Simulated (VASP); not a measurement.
NbZn3, 4 atoms in the cell. It takes space group P4/mmm (No. 123, tetragonal). Conventional cell: a = 3.973 Å, b = 3.973 Å, c = 3.934 Å, α = 90.00°, β = 90.00°, γ = 90.00°. Within 3.7 Å of Nb (site symmetry 4/mmm) lie 12 Zn at 2.80 to 2.81 Å. Zn (site symmetry mmm) has 4 Nb at 2.80 Å and 8 Zn at 2.80 to 2.81 Å within 3.7 Å. Zn (site symmetry 4/mmm) has 8 Zn at 2.80 Å and 4 Nb at 2.81 Å within 3.7 Å.  This cell differs from its parent crystal: equal xx and yy strain of +1 %.

| Item | Value |
| --- | --- |
| Program | VASP 6.6.1 |
| Task | electric field gradients |
| Functional | PBEsol |
| Potentials or basis | VASP PAW PBE potentials, release 64 (Nb_sv, Zn) |
| Cutoff | 520 eV |
| k mesh | 10 × 10 × 10 |
| Occupations | fermi-dirac, width 0.05 eV |
| Spin | no spin polarisation |
| Dipole correction | no |
| Further INCAR settings | ALGO = Normal; EDIFF = 1e-08; NBANDS = 32 |

Potentials or basis: VASP PAW PBE potentials, release 64 (Nb_sv, Zn).

The run is started by

```sh
$ cat potpaw_PBE.64/Nb_sv/POTCAR potpaw_PBE.64/Zn/POTCAR > POTCAR
$ mpirun -np 1 vasp_std > vasp.out
```

Hardware: 1 thread of Intel(R) Xeon(R) Platinum 8259CL CPU @ 2.50GHz (Skylake/Cascade Lake), on a shared host.

How long does it take, and how much memory?

It took 3.6 min on 1 thread of Intel(R) Xeon(R) Platinum 8259CL CPU @ 2.50GHz (Skylake/Cascade Lake), on a shared host, peak memory 0.33 GiB. Counts: scf iterations 17, k points 126.
